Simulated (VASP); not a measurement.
# LiH in VASP: notebook, part 3 of 3

VASP 6.6.1. Earlier steps stand in the parts before.

## 6. Electric field gradients, PBE (x and y stretched by +1 %, z held)

INCAR

```
  ALGO = Normal
  EDIFF = 1E-8
  ENCUT = 520
  GGA = PE
  ISIF = 2
  ISMEAR = -1
  LASPH = T
  LCHARG = F
  LEFG = T
  LREAL = F
  LWAVE = F
  NBANDS = 9
  NELM = 80
  PREC = Accurate
  SIGMA = 0.03
```

KPOINTS

```
k-points
0
Gamma
  11 11 11
```

POSCAR

```
LiH
1.0
    0.0000000000      2.0528250000      2.0325000000
    2.0528250000      0.0000000000      2.0325000000
    2.0528250000      2.0528250000      0.0000000000
Li H
1 1
Direct
    0.0000000000      0.0000000000      0.0000000000
    0.5000000000      0.5000000000      0.5000000000
```

Potentials or basis: VASP PAW PBE potentials, release 64 (Li_sv, H).

Command:

```sh
> cat potpaw_PBE.64/Li_sv/POTCAR potpaw_PBE.64/H/POTCAR > POTCAR
> mpirun -np 1 vasp_std > vasp.out
```

OUTCAR:

```text
EDIFF = 1E-8
   ENCUT = 520
   GGA = PE
   ISIF = 2
   ISMEAR = -1
   LASPH = T
   LREAL = F
   NELM = 80
   PREC = Accurate

 ion  position               nearest neighbor table
   1  0.000  0.000  0.000-
   2  0.500  0.500  0.500-

  LATTYP: Found a body centered tetragonal cell.
 ALAT       =     2.9031329562
 C/A-ratio  =     1.4002114479

  Lattice vectors:

 A1 = (   0.0000000000,  -2.0528250000,  -2.0325000000)
 A2 = (   0.0000000000,   2.0528250000,  -2.0325000000)
 A3 = (   2.0528250000,   0.0000000000,   2.0325000000)

Analysis of symmetry for initial positions (statically):
=====================================================================
 Subroutine PRICEL returns:
 Original cell was already a primitive cell.

 Routine SETGRP: Setting up the symmetry group for a
 body centered tetragonal supercell.

 Subroutine GETGRP returns: Found 16 space group operations
 (whereof 16 operations were pure point group operations)
 out of a pool of 16 trial point group operations.

The static configuration has the point symmetry D_4h.

Analysis of symmetry for dynamics (positions and initial velocities):
=====================================================================
 Subroutine PRICEL returns:
 Original cell was already a primitive cell.

 Routine SETGRP: Setting up the symmetry group for a
 body centered tetragonal supercell.

 Subroutine GETGRP returns: Found 16 space group operations
 (whereof 16 operations were pure point group operations)
 out of a pool of 16 trial point group operations.

The dynamic configuration has the point symmetry D_4h.
[... 156 lines left out ...]
      1     -44.5440      2.00000
      2      -5.3878      2.00000
      3      15.1143      0.00000
      4      17.0269      0.00000
      5      17.1094      0.00000
      6      17.1094      0.00000
      7      21.6677      0.00000
      8      21.6677      0.00000
      9      21.7226      0.00000
[... 265 lines left out ...]
 k-point    24 :      -0.1818    0.1818    0.0000
  band No.  band energies     occupation
      1     -44.5199      2.00000
      2      -3.9075      2.00000
      3       9.6925      0.00000
      4       9.9103      0.00000
      5      15.3291      0.00000
      6      16.7300      0.00000
      7      20.5869      0.00000
      8      22.4113      0.00000
      9      24.0238      0.00000

 [... further k-points ...]
[... 5 lines left out ...]
  --------------------------------------------------------------------------------------
  -------------------------------------------------------------------------------------
  Total       -0.2615180     -0.2615180     -0.2028166      0.0000000      0.0000000      0.0000000
  in kB      -24.4595134    -24.4595134    -18.9692273      0.0000000      0.0000000      0.0000000
  external PRESSURE =     -22.6294181 kB  Pullay stress =       0.0000000 kB

 VOLUME and BASIS-vectors are now :
 -----------------------------------------------------------------------------
  energy-cutoff  :      520.00
  volume of cell :       17.13
      direct lattice vectors                 reciprocal lattice vectors
     0.000000000  2.052825000  2.032500000    -0.243566792  0.243566792  0.246002460
     2.052825000  0.000000000  2.032500000     0.243566792 -0.243566792  0.246002460
     2.052825000  2.052825000  0.000000000     0.243566792  0.243566792 -0.246002460

 POSITION                                       TOTAL-FORCE (eV/Angst)
 -----------------------------------------------------------------------------------
      0.00000      0.00000      0.00000        -0.000000     -0.000000     -0.000000
      2.05282      2.05282      2.03250         0.000000      0.000000      0.000000
 -----------------------------------------------------------------------------------
    total drift:                                0.000000     -0.000000     -0.000000

  FREE ENERGIE OF THE ION-ELECTRON SYSTEM (eV)
  ---------------------------------------------------
  free  energy   TOTEN  =        -6.1198871944 eV

  energy  without entropy=       -6.1198871944  energy(sigma->0) =       -6.11988719

 Electric field gradients (V/A^2)
---------------------------------------------------------------------
 ion       V_xx      V_yy      V_zz      V_xy      V_xz      V_yz
---------------------------------------------------------------------
   1       0.034     0.034    -0.068    -0.002    -0.003    -0.003
   2      -0.072    -0.072     0.144     0.001     0.001     0.001
---------------------------------------------------------------------

 Electric field gradients after diagonalization (V/A^2)
 (convention: |V_zz| > |V_xx| > |V_yy|)
----------------------------------------------------------------------
 ion       V_xx      V_yy      V_zz     asymmetry (V_yy - V_xx)/ V_zz
----------------------------------------------------------------------
   1       0.036     0.032    -0.069       0.060
   2      -0.073    -0.071     0.144       0.011
----------------------------------------------------------------------

           NMR quadrupolar parameters

 Cq : quadrupolar parameter    Cq=e*Q*V_zz/h
 eta: asymmetry parameters     (V_yy - V_xx)/ V_zz
 Q  : nuclear electric quadrupole moment in mb (millibarn)
----------------------------------------------------------------------
 ion       Cq(MHz)       eta       Q (mb)
----------------------------------------------------------------------
   1      -0.000       0.060       1.000
   2       0.000       0.011       1.000
----------------------------------------------------------------------
```

OSZICAR:

```text
N       E                     dE             d eps       ncg     rms          rms(c)
DAV:   1    -0.150923114974E+01   -0.15092E+01   -0.14498E+03  2268   0.401E+02
DAV:   2    -0.629518461903E+01   -0.47860E+01   -0.47580E+01  3267   0.560E+01
DAV:   3    -0.635899139539E+01   -0.63807E-01   -0.63772E-01  2767   0.541E+00
DAV:   4    -0.635942110543E+01   -0.42971E-03   -0.42959E-03  3170   0.370E-01
DAV:   5    -0.635942412040E+01   -0.30150E-05   -0.30149E-05  2809   0.226E-02    0.284E+00
DAV:   6    -0.617741309332E+01    0.18201E+00   -0.15365E-01  2548   0.119E+00    0.142E+00
DAV:   7    -0.611803515951E+01    0.59378E-01   -0.19262E-01  2654   0.152E+00    0.220E-01
DAV:   8    -0.611996374265E+01   -0.19286E-02   -0.48202E-03  2705   0.442E-01    0.433E-02
DAV:   9    -0.611989231223E+01    0.71430E-04   -0.16251E-04  2956   0.470E-02    0.795E-03
DAV:  10    -0.611988870757E+01    0.36047E-05   -0.72836E-06  2729   0.191E-02    0.262E-03
DAV:  11    -0.611988784603E+01    0.86153E-06   -0.21795E-07  3185   0.235E-03    0.623E-04
DAV:  12    -0.611988694564E+01    0.90039E-06   -0.48344E-09  2581   0.597E-04    0.437E-04
DAV:  13    -0.611988717579E+01   -0.23015E-06   -0.76350E-09  2149   0.384E-04    0.368E-05
DAV:  14    -0.611988720275E+01   -0.26964E-07   -0.32626E-10  1335   0.139E-04    0.262E-05
DAV:  15    -0.611988719437E+01    0.83877E-08   -0.39073E-11  1313   0.435E-05
   1 F= -.61198872E+01 E0= -.61198872E+01  d E =-.667099E-11
```

stdout:

```text
POSCAR found type information on POSCAR LiH
 POSCAR found :  2 types and       2 ions
 scaLAPACK will be used
 LDA part: xc-table for (Slater+PW92), standard interpolation
 POSCAR, INCAR and KPOINTS ok, starting setup
 FFT: planning ... GRIDC
 FFT: planning ... GRID_SOFT
 FFT: planning ... GRID
 WAVECAR not read
 entering main loop
ion   1

ion   2
```

It took 26 s on 1 thread of Intel Xeon 8259CL, shared host; peak memory 0.14 GiB.

What came out:

```
Free energy                             : -6.1199 eV
Band gap on the k mesh                  : 3.12 eV (least direct gap 3.19 eV)
Largest electric field gradient by atom : Li -0.07; H +0.14 V/Å²
```

Caveat: the cell differs from its parent crystal (x and y stretched by +1 %, z held); the cutoff is under 1.25 times the usual one of these potentials, so pressure, stress and relaxed cells hold a basis-set (Pulay) error; without QUAD_EFG the Cq values of the log hold for a quadrupole moment of 1 mb, not for the nuclei; an odd mesh through Γ misses points on the zone boundary, where band edges can lie.

## 7. The runs side by side

```tsv
cell	k mesh	gap on the mesh (eV)
a = 2.874 Å, angles 60.0°, 2 atoms	3 × 3 × 3	6.03
a = 2.874 Å, angles 60.0°, 2 atoms	6 × 6 × 6	3.01
a = 2.874 Å, angles 60.0°, 2 atoms	8 × 8 × 8	3.01
a = 2.874 Å, angles 60.0°, 2 atoms	15 × 15 × 15	3.11
a = 2.889, b = 2.889, c = 2.903 Å, angles 59.8, 59.8, 60.3°, 2 atoms	11 × 11 × 11	3.12
```

Alike in all rows: task electric field gradients; level PBE; potentials or basis VASP PAW PBE potentials, release 64 (Li_sv, H); no spin polarisation; cutoff (eV) 520; smearing fermi-dirac 0.03 eV.

Caveats: some runs use coarse meshes; the cutoff is under 1.25 times the usual one of these potentials, so pressure, stress and relaxed cells hold a basis-set (Pulay) error; an odd mesh through Γ misses points on the zone boundary, where band edges can lie (at least some runs).

Total energies depend on the potentials used, so only differences within one code and one set of settings carry meaning.
